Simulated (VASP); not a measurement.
Here is a VASP 6.6.1 calculation.

Contents of INCAR:

```
SYSTEM = Ge
ALGO = Normal
EDIFF = 1E-6
ENCUT = 500
GGA = PS
GGA_COMPAT = .FALSE.
ISIF = 2
ISMEAR = -1
LASPH = .TRUE.
LCHARG = .FALSE.
LREAL = .FALSE.
LWAVE = .FALSE.
NBANDS = 13
NELM = 120
PREC = Accurate
SIGMA = 0.3
```

File KPOINTS:

```
k-points
0
G
  5 5 5
  0 0 0
```

POSCAR

```
Ge
1.0
    4.7573000000      0.0000000000      0.0000000000
    0.0000000000      4.7573000000      0.0000000000
    0.0000000000      0.0000000000      4.7573000000
Ge
1
Direct
    0.0000000000      0.0000000000      0.0000000000
```

Potentials or basis: VASP PAW PBE potentials, release 64 (Ge_d).

Command:

```bash
$ cat potpaw_PBE.64/Ge_d/POTCAR > POTCAR
$ mpirun -np 1 vasp_std > vasp.out
```

(1) Estimate the band gap on the k mesh.

(2) Estimate the pressure.

Results:

(1) zero (band 7 reaches -1.38 eV, above the bottom of band 8 at -2.45 eV).

(2) -1.6 GPa.

Caveat: the PAW data sets were made with another functional, which shifts forces and pressure a little.
